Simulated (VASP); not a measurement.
# In (Pm-3m) in VASP: single point with LDA

Aim: the single point of In with LDA.

Everything below comes from runs of VASP 6.6.1. Logs are shortened: lines on timing, memory, paths and dates and some standing lists are left out, and cuts for length are marked.

### 1 The cell of the first run

The structure is cubic, space group Pm-3m (No. 221). Conventional cell: a = 4.460 Å, b = 4.460 Å, c = 4.460 Å, α = 90.00°, β = 90.00°, γ = 90.00°. In (site symmetry 4/mmm) has 8 In at 3.15 Å within 4.1 Å.

### 2 Single point, LDA

Input file INCAR:

```
PREC     = Accurate       # precision mode
ENCUT    = 520            # plane-wave cutoff, eV
EDIFF    = 1E-7           # SCF threshold, eV
ISMEAR   = 1              # smearing method
SIGMA    = 0.1            # smearing width, eV
LREAL    = False          # projectors in reciprocal space
LASPH    = True           # aspherical terms in the spheres
NELM     = 60             # most SCF steps
ALGO     = Normal         # electronic algorithm
ISIF     = 2              # what is computed and relaxed
LWAVE    = False          # write WAVECAR
LCHARG   = False          # write CHGCAR
NBANDS   = 26             # bands
```

Input file KPOINTS:

```
regular mesh
0
Gamma
  5 5 5
```

Input file POSCAR:

```
In
1.0
    4.4600000000      0.0000000000      0.0000000000
    0.0000000000      4.4600000000      0.0000000000
    0.0000000000      0.0000000000      4.4600000000
In
3
Direct
    0.0000000000      0.5000000000      0.5000000000
    0.5000000000      0.0000000000      0.5000000000
    0.5000000000      0.5000000000      0.0000000000
```

Potentials or basis: VASP PAW LDA potentials, release 64 (In_d).

Run with:

```
> cat potpaw_LDA.64/In_d/POTCAR > POTCAR
> mpirun -np 1 vasp_std > vasp.out
```

OUTCAR:

```text
PREC = Accurate
   ENCUT = 520
   EDIFF = 1E-7
   ISMEAR = 1
   LREAL = False
   LASPH = True
   NELM = 60
   ISIF = 2

 ion  position               nearest neighbor table
   1  0.000  0.500  0.500-   2 3.15   3 3.15   3 3.15   2 3.15   2 3.15   3 3.15   3 3.15   2 3.15

   2  0.500  0.000  0.500-   1 3.15   3 3.15   3 3.15   1 3.15   3 3.15   3 3.15   1 3.15   1 3.15

   3  0.500  0.500  0.000-   1 3.15   2 3.15   1 3.15   2 3.15   2 3.15   2 3.15   1 3.15   1 3.15

  LATTYP: Found a simple cubic cell.
 ALAT       =     4.4600000000

  Lattice vectors:

 A1 = (   4.4600000000,   0.0000000000,   0.0000000000)
 A2 = (   0.0000000000,   4.4600000000,   0.0000000000)
 A3 = (   0.0000000000,   0.0000000000,   4.4600000000)

Analysis of symmetry for initial positions (statically):
=====================================================================
 Subroutine PRICEL returns:
 Original cell was already a primitive cell.

 Routine SETGRP: Setting up the symmetry group for a
 simple cubic supercell.

 Subroutine GETGRP returns: Found 48 space group operations
 (whereof 48 operations were pure point group operations)
 out of a pool of 48 trial point group operations.

The static configuration has the point symmetry O_h .

Analysis of symmetry for dynamics (positions and initial velocities):
=====================================================================
 Subroutine PRICEL returns:
 Original cell was already a primitive cell.

 Routine SETGRP: Setting up the symmetry group for a
 simple cubic supercell.

 Subroutine GETGRP returns: Found 48 space group operations
 (whereof 48 operations were pure point group operations)
 out of a pool of 48 trial point group operations.

The dynamic configuration has the point symmetry O_h .

 Subroutine INISYM returns: Found 48 space group operations
 (whereof 48 operations are pure point group operations),
 and found     1 'primitive' translations

----------------------------------------------------------------------------------------

                                     Primitive cell

  volume of cell :      88.7165

  direct lattice vectors                    reciprocal lattice vectors
     4.460000000  0.000000000  0.000000000     0.224215247  0.000000000  0.000000000
     0.000000000  4.460000000  0.000000000     0.000000000  0.224215247  0.000000000
     0.000000000  0.000000000  4.460000000     0.000000000  0.000000000  0.224215247

  length of vectors
     4.460000000  4.460000000  4.460000000     0.224215247  0.224215247  0.224215247

  position of ions in fractional coordinates (direct lattice)
     0.000000000  0.500000000  0.500000000
     0.500000000  0.000000000  0.500000000
     0.500000000  0.500000000  0.000000000

  ion indices of the primitive-cell ions
   primitive index   ion index
                 1           1
                 2           2
                 3           3

----------------------------------------------------------------------------------------

 KPOINTS: regular mesh

Automatic generation of k-mesh.
 Grid dimensions read from file:
 generate k-points for:    5    5    5

 Generating k-lattice:

  Cartesian coordinates                     Fractional coordinates (reciprocal lattice)
     0.044843049  0.000000000  0.000000000     0.200000000  0.000000000  0.000000000
     0.000000000  0.044843049  0.000000000     0.000000000  0.200000000  0.000000000
     0.000000000  0.000000000  0.044843049     0.000000000  0.000000000  0.200000000

  Length of vectors
     0.044843049  0.044843049  0.044843049

  Shift w.r.t. Gamma in fractional coordinates (k-lattice)
     0.000000000  0.000000000  0.000000000

 Subroutine IBZKPT returns following result:
 ===========================================

 Found     10 irreducible k-points:

 Following reciprocal coordinates:
            Coordinates               Weight
  0.000000  0.000000  0.000000      1.000000
  0.200000  0.000000  0.000000      6.000000
  0.400000  0.000000  0.000000      6.000000
  0.200000  0.200000  0.000000     12.000000
  0.400000  0.200000  0.000000     24.000000
  0.400000  0.400000  0.000000     12.000000
  0.200000  0.200000  0.200000      8.000000
  0.400000  0.200000  0.200000     24.000000
  0.400000  0.400000  0.200000     24.000000
  0.400000  0.400000  0.400000      8.000000
   k-points           NKPTS =     10   k-points in BZ     NKDIM =     10   number of bands    NBANDS=     26
   number of dos      NEDOS =    301   number of ions     NIONS =      3
   total plane-waves  NPLWV =  46656
   dimension x,y,z NGX =    36 NGY =   36 NGZ =   36
   dimension x,y,z NGXF=    72 NGYF=   72 NGZF=   72
   ions per type =               3
   NGX,Y,Z   is equivalent  to a cutoff of  13.42, 13.42, 13.42 a.u.
   NGXF,Y,Z  is equivalent  to a cutoff of  26.84, 26.84, 26.84 a.u.
 SYSTEM =  unknown system
   PREC   = accura    normal or accurate (medium, high low for compatibility)
   ISTART =      0    job   : 0-new  1-cont  2-samecut
   ICHARG =      2    charge: 1-file 2-atom 10-const
   ISPIN  =      1    spin polarized calculation?
   LNONCOLLINEAR =      F non collinear calculations
   LSORBIT =      F    spin-orbit coupling
   LASPH  =      T    aspherical Exc in radial PAW
   ENCUT  =  520.0 eV  38.22 Ry    6.18 a.u.   8.29  8.29  8.29*2*pi/ulx,y,z
   NELM   =     60;   NELMIN=  2; NELMDL= -5     # of ELM steps
   EDIFF  = 0.1E-06   stopping-criterion for ELM
   LREAL  =      F    real-space projection
   EDIFFG = 0.1E-05   stopping-criterion for IOM
   NSW    =      0    number of steps for IOM
   IBRION =     -1    ionic relax: 0-MD 1-quasi-New 2-CG
   NFREE  =      0    steps in history (QN), initial steepest desc. (CG)
   ISIF   =      2    stress and relaxation
   ISYM   =      2    0-nonsym 1-usesym 2-fastsym
   POTIM  = 0.5000    time-step for ionic-motion
   TEBEG  =    0.0;   TEEND  =   0.0 temperature during run
   PSTRESS=    0.0 pullay stress
   NELECT =      39.0000    total number of electrons
   NUPDOWN=      -1.0000    fix difference up-down
   EMIN   =  10.00;   EMAX   =-10.00  energy-range for DOS
   EFERMI =   0.00;   METHOD = LEGACY
   ISMEAR =     1;   SIGMA  =   0.10  broadening in eV -4-tet -1-fermi 0-gaus
   EFERMI_NEDOS =   21; number of points for ismear=-14 and -15
   IALGO  =     38    algorithm
   IMIX   =      4    mixing-type and parameters
     AMIX     =   0.40;   BMIX     =  1.00
     AMIX_MAG =   1.60;   BMIX_MAG =  1.00
  volume/ion in A,a.u.               =      29.57       199.56
  Fermi-wavevector in a.u.,A,eV,Ry     =   1.244786  2.352305 21.082135  1.549493
  Thomas-Fermi vector in A             =   2.379038
   LORBIT       =      0    0 simple, 1 ext, 2 COOP (PROOUT), +10 PAW based schemes
   GGA     = CA    functional components
   LHFCALC =     F    Hartree Fock is set to
   AEXX    =    0.0000 exact exchange contribution
   IVDW    =     0    specifies the selected vdW correction
   LEPSILON=     F    determine dielectric tensor
   LRPA    =     F    only Hartree local field effects (RPA)
 non-spin polarized calculation
 Methfessel and Paxton  Order N= 1 SIGMA  =   0.10
  energy-cutoff  :      520.00
  volume of cell :       88.72
 maximum number of plane-waves:      2408
 NGX is ok and might be reduce to    36
   NGX = 17   NGY = 17   NGZ = 17

 number of electron      39.0000013 magnetization

 Free energy of the ion-electron system (eV)
  ---------------------------------------------------
  ext. energy  EPLUGINS =         0.00000000
  ---------------------------------------------------
  free energy    TOTEN  =        -9.22124331 eV

  energy without entropy =       -9.21142473  energy(sigma->0) =       -9.21797045

 E-fermi :   5.9597     XC(G=0):  -9.7915

 val. band max:        5.9381852182   @ k =   0.4000   0.2000   0.2000
 cond. band min:       5.9755545844   @ k =   0.4000   0.2000   0.0000
 fundamental gap:      0.0373693662
 Fermi energy:         5.9597281177

 k-point     1 :       0.0000    0.0000    0.0000
  band No.  band energies     occupation
      1      -9.0277      2.00000
      2      -9.0277      2.00000
      3      -9.0277      2.00000
      4      -9.0242      2.00000
      5      -8.8102      2.00000
      6      -8.8102      2.00000
[... 18 lines left out ...]
     25      11.2593      0.00000
     26      13.3570      0.00000

 k-point     2 :       0.2000    0.0000    0.0000
  band No.  band energies     occupation
      1      -9.0172      2.00000
      2      -8.9740      2.00000
      3      -8.9662      2.00000
      4      -8.9662      2.00000
      5      -8.8010      2.00000
      6      -8.7683      2.00000
[... 18 lines left out ...]
     25      10.4009      0.00000
     26      11.8707      0.00000

 k-point     3 :       0.4000    0.0000    0.0000
  band No.  band energies     occupation
      1      -8.9992      2.00000
      2      -8.8688      2.00000
      3      -8.8014      2.00000
      4      -8.8014      2.00000
      5      -8.7790      2.00000
      6      -8.6743      2.00000
[... 18 lines left out ...]
     25      10.0188      0.00000
     26      13.3424      0.00000

 k-point     4 :       0.2000    0.2000    0.0000
  band No.  band energies     occupation
      1      -8.9763      2.00000
      2      -8.9576      2.00000
      3      -8.9366      2.00000
      4      -8.9002      2.00000
      5      -8.7773      2.00000
      6      -8.7356      2.00000
[... 18 lines left out ...]
     25      11.0499      0.00000
     26      11.5142      0.00000
[... 90 lines left out ...]
      1      -8.9359      2.00000
      2      -8.8545      2.00000
      3      -8.8223      2.00000
      4      -8.7595      2.00000
      5      -8.7360      2.00000
      6      -8.6859      2.00000
[... 18 lines left out ...]
     25      12.1732      0.00000
     26      12.3886      0.00000

 k-point     9 :       0.4000    0.4000    0.2000
  band No.  band energies     occupation
      1      -8.8900      2.00000
      2      -8.8408      2.00000
      3      -8.8132      2.00000
      4      -8.7989      2.00000
      5      -8.7497      2.00000
      6      -8.7106      2.00000
[... 18 lines left out ...]
     25      12.7384      0.00000
     26      13.2302      0.00000

 k-point    10 :       0.4000    0.4000    0.4000
  band No.  band energies     occupation
      1      -8.9049      2.00000
      2      -8.8593      2.00000
      3      -8.8593      2.00000
      4      -8.8014      2.00000
      5      -8.8014      2.00000
      6      -8.7995      2.00000
[... 18 lines left out ...]
     25      14.3704      0.00000
     26      15.6112      0.00000

------------------------ aborting loop because EDIFF is reached ----------------------------------------

  FORCE on cell =-STRESS in cart. coord.  units (eV):
  Direction    XX          YY          ZZ          XY          YZ          ZX
  --------------------------------------------------------------------------------------
  -------------------------------------------------------------------------------------
  Total       -1.6324942     -1.6324942     -1.6324942      0.0000000      0.0000000     -0.0000000
  in kB      -29.4820486    -29.4820486    -29.4820486      0.0000000      0.0000000     -0.0000000
  external PRESSURE =     -29.4820486 kB  Pullay stress =       0.0000000 kB

 VOLUME and BASIS-vectors are now :
 -----------------------------------------------------------------------------
  energy-cutoff  :      520.00
  volume of cell :       88.72
      direct lattice vectors                 reciprocal lattice vectors
     4.460000000  0.000000000  0.000000000     0.224215247  0.000000000  0.000000000
     0.000000000  4.460000000  0.000000000     0.000000000  0.224215247  0.000000000
     0.000000000  0.000000000  4.460000000     0.000000000  0.000000000  0.224215247

 POSITION                                       TOTAL-FORCE (eV/Angst)
 -----------------------------------------------------------------------------------
      0.00000      2.23000      2.23000         0.000000      0.000000      0.000000
      2.23000      0.00000      2.23000         0.000000      0.000000      0.000000
      2.23000      2.23000      0.00000         0.000000      0.000000      0.000000
 -----------------------------------------------------------------------------------
    total drift:                                0.000000      0.000000      0.000000

  FREE ENERGIE OF THE ION-ELECTRON SYSTEM (eV)
  ---------------------------------------------------
  free  energy   TOTEN  =        -9.2212433142 eV

  energy  without entropy=       -9.2114247293  energy(sigma->0) =       -9.21797045
```

Run time: 19 s. Hardware: 1 thread of Intel Xeon 6975P-C, shared host; peak memory 0.17 GiB.

What came out:

| Quantity | Value |
| --- | --- |
| Free energy | -9.2212 eV |
| Pressure | -2.9 GPa |

Levels at points of the mesh, in eV from the Fermi level:
```tsv
k point	band 16	band 17	band 18	band 19	band 20	band 21	band 22	band 23	band 24	band 25
(0.00, 0.00, 0.00)	-9.26	-1.33	-1.33	-1.30	-1.30	-1.30	3.34	5.30	5.30	5.30
```

Caveat: spin-orbit coupling is left out, which moves the levels of the heavy elements.
